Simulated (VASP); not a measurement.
Write the native input for VASP 6.6.1 that does the following.

* Task: single point
* Functional: PBE
* Potentials or basis: VASP PAW PBE potentials, release 64 (B, N)
* Cutoff: 520 eV
* k mesh: 8 × 8 × 8
* Occupations: gaussian, width 0.02 eV
* Spin: no spin polarisation
* Dipole correction: no
* Further INCAR settings: ALGO = Normal; EDIFF = 1e-07; NBANDS = 26

The structure of BN lies in POSCAR:

```
BN
1.0
    4.1661909719      0.0000000000      0.0000000000
    0.0000000000      4.1661909719      0.0000000000
    0.0000000000      0.0000000000      4.1661909719
B N
4 4
Direct
    0.8750000000      0.8750000000      0.8750000000
    0.6250000000      0.1250000000      0.3750000000
    0.1250000000      0.3750000000      0.6250000000
    0.3750000000      0.6250000000      0.1250000000
    0.3750000000      0.3750000000      0.3750000000
    0.1250000000      0.6250000000      0.8750000000
    0.6250000000      0.8750000000      0.1250000000
    0.8750000000      0.1250000000      0.6250000000
```

These files were run (other wordings do the same):

INCAR

```
SYSTEM = BN
PREC     = Accurate       ! precision mode
ENCUT    = 520            ! plane-wave cutoff, eV
EDIFF    = 1E-7           ! SCF threshold, eV
ISMEAR   = 0              ! smearing method
SIGMA    = 0.02           ! smearing width, eV
LREAL    = .FALSE.        ! projectors in reciprocal space
LASPH    = .TRUE.         ! aspherical terms in the spheres
NELM     = 80             ! most SCF steps
ALGO     = Normal         ! electronic algorithm
ISIF     = 2              ! what is computed and relaxed
LWAVE    = .FALSE.        ! write WAVECAR
LCHARG   = .FALSE.        ! write CHGCAR
GGA      = PE             ! functional
NBANDS   = 26             ! bands
```

KPOINTS

```
regular mesh
0
G
  8 8 8
  0 0 0
```

Potentials or basis: VASP PAW PBE potentials, release 64 (B, N).

The run is started by

```console
$ cat potpaw_PBE.64/B/POTCAR potpaw_PBE.64/N/POTCAR > POTCAR
$ mpirun -np 1 vasp_std > vasp.out
```

It gave:

- Pressure: 0.1 GPa
- Band gap on the k mesh: 1.26 eV, indirect (least direct gap 1.90 eV)

It took 31 s on 1 thread of Intel(R) Xeon(R) 6975P-C (Granite Rapids) (shared host), peak memory 0.19 GiB.
